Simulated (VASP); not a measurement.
A run of VASP 6.6.1 is set up as follows.

Contents of INCAR:

```
SYSTEM = TiB
PREC = Accurate
ENCUT = 500
EDIFF = 1E-6
ISMEAR = -1
SIGMA = 0.05
LREAL = .False.
LASPH = .True.
NELM = 120
ALGO = Normal
ISIF = 2
LWAVE = .False.
LCHARG = .False.
GGA = PS
NBANDS = 14
GGA_COMPAT = .False.
```

The input KPOINTS:

```
Automatic mesh
0
Gamma
  9 9 9
  0 0 0
```

POSCAR

```
TiB
1.0
    2.7478683715      0.0000000000      0.0000000000
    0.0000000000      2.7478683715      0.0000000000
    0.0000000000      0.0000000000      2.7478683715
Ti B
1 1
Direct
    0.0000000000      0.0000000000      0.0000000000
    0.5000000000      0.5000000000      0.5000000000
```

Potentials or basis: VASP PAW PBE potentials, release 64 (Ti_sv, B).

Run with:

```bash
$ cat potpaw_PBE.64/Ti_sv/POTCAR potpaw_PBE.64/B/POTCAR > POTCAR
$ mpirun -np 1 vasp_std > vasp.out
```

Q: Predict the band gap on the k mesh.

A: Zero (an odd number of electrons rules out a gap without spin polarisation).

Q: Estimate the pressure.

A: 2.7 GPa.

Caveat: the PAW data sets were made with another functional, which shifts forces and pressure a little.
